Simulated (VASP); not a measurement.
The system is SiC.

```
CELL_PARAMETERS angstrom
0.00000 2.18000 2.18000
2.18000 0.00000 2.18000
2.18000 2.18000 0.00000
ATOMIC_POSITIONS crystal
Si 0.00000 0.00000 0.00000
C 0.25000 0.25000 0.25000
```

```yaml
Program: VASP 6.6.1
Task: relaxation of cell and atoms
Functional: LDA
Potentials_or_basis: VASP PAW LDA potentials, release 64 (Si, C)
Cutoff: 600 eV
k_mesh: 8 × 8 × 8
Occupations: gaussian, width 0.01 eV
Spin: no spin polarisation
```

At the start: pressure -4.5 GPa; volume 10.36 Å³/atom.

Q: How do energy, volume and symmetry change on relaxing?

A: Over 3 steps the energy falls by 3.0 meV/atom and the volume is 10.15 Å³/atom (-2.0 %); space group F-43m (No. 216, to 0.1 Å) before and after.

Step by step:
```
step  energy change (eV)  largest force (eV/Å)  pressure (GPa)  volume (Å³)
   1              0.0000                0.0000           -4.47        20.72
   2              0.0010                0.0000            5.19        19.87
   3             -0.0059                0.0000           -0.02        20.30
```

Final structure:
```yaml
crystal:
  lattice:
    - [0.00000, 2.16531, 2.16531]
    - [2.16531, 0.00000, 2.16531]
    - [2.16531, 2.16531, 0.00000]
  atoms:
    - { symbol: Si, position: [0.00000, 0.00000, 0.00000] }
    - { symbol: C, position: [0.25000, 0.25000, 0.25000] }
```
